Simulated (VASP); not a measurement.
## AlC: relaxation of cell and atoms with PBE

The system is AlC.

```
CELL_PARAMETERS angstrom
3.19931 0.00000 0.00000
0.00000 3.19931 0.00000
0.00000 0.00000 3.19931
ATOMIC_POSITIONS crystal
Al 0.00000 0.00000 0.00000
C 0.50000 0.50000 0.50000
```

```json
{
  "Program": "VASP 6.6.1",
  "Task": "relaxation of cell and atoms",
  "Functional": "PBE",
  "Potentials or basis": "VASP PAW PBE potentials, release 64 (Al, C)",
  "Cutoff": "600 eV",
  "k mesh": "6 × 6 × 6",
  "Occupations": "gaussian, width 0.1 eV",
  "Spin": "no spin polarisation",
  "Dipole correction": "no",
  "Further INCAR settings": "ALGO = Normal; EDIFF = 1e-06; IBRION = 2; EDIFFG = -0.04; NSW = 90; ISIF = 3"
}
```

- Relaxed volume: 9.72 Å³/atom
- Relaxed cell: a = 2.689 Å, b = 2.689 Å, c = 2.689 Å, α = 90.00°, β = 90.00°, γ = 90.00°
- Space group after relaxing (to 0.05 Å): Pm-3m (No. 221)
- Energy gained by relaxing: 905.1 meV/atom
- Ionic steps: 4
- Pressure after relaxing: 0.4 GPa

Step by step:
```
step  energy change (eV)  largest force (eV/Å)  pressure (GPa)  volume (Å³)
   1              0.0000                0.0000          -26.79        32.75
   2             -1.7273                0.0000          -12.72        21.41
   3             -1.8095                0.0000           -1.43        19.66
   4             -1.8102                0.0000            0.40        19.44
```

Final structure:
```cif
data_structure
_symmetry_space_group_name_H-M 'P 1'
_symmetry_Int_Tables_number 1
_cell_length_a 2.6890
_cell_length_b 2.6890
_cell_length_c 2.6890
_cell_angle_alpha 90.000
_cell_angle_beta 90.000
_cell_angle_gamma 90.000
_cell_volume 19.44
loop_
_atom_site_label
_atom_site_type_symbol
_atom_site_fract_x
_atom_site_fract_y
_atom_site_fract_z
_atom_site_occupancy
Al1 Al 0.00000 0.00000 0.00000 1
C1 C 0.50000 0.50000 0.50000 1
```

Levels at points of the mesh, in eV from the Fermi level:
| k point | band 1 | band 2 | band 3 | band 4 | band 5 | band 6 | band 7 |
| --- | --- | --- | --- | --- | --- | --- | --- |
| (0.00, 0.00, 0.00) | -15.88 | -0.32 | -0.32 | -0.32 | 3.70 | 5.71 | 5.71 |
| (0.50, 0.00, 0.00) | -12.55 | -9.66 | 1.05 | 1.05 | 6.57 | 8.42 | 10.57 |
| (0.50, 0.50, 0.00) | -9.68 | -6.60 | -6.60 | -2.00 | 2.36 | 10.26 | 10.26 |
| (0.50, 0.50, 0.50) | -7.08 | -3.96 | -3.96 | -3.96 | 0.94 | 0.94 | 0.94 |

Wall time 13 s on 1 thread of Intel(R) Xeon(R) Platinum 8488C (Sapphire Rapids), with other jobs on the host, peak memory 0.15 GiB.

Caveat: the volume moved by over 15 % at a fixed basis, so the end points are rough.
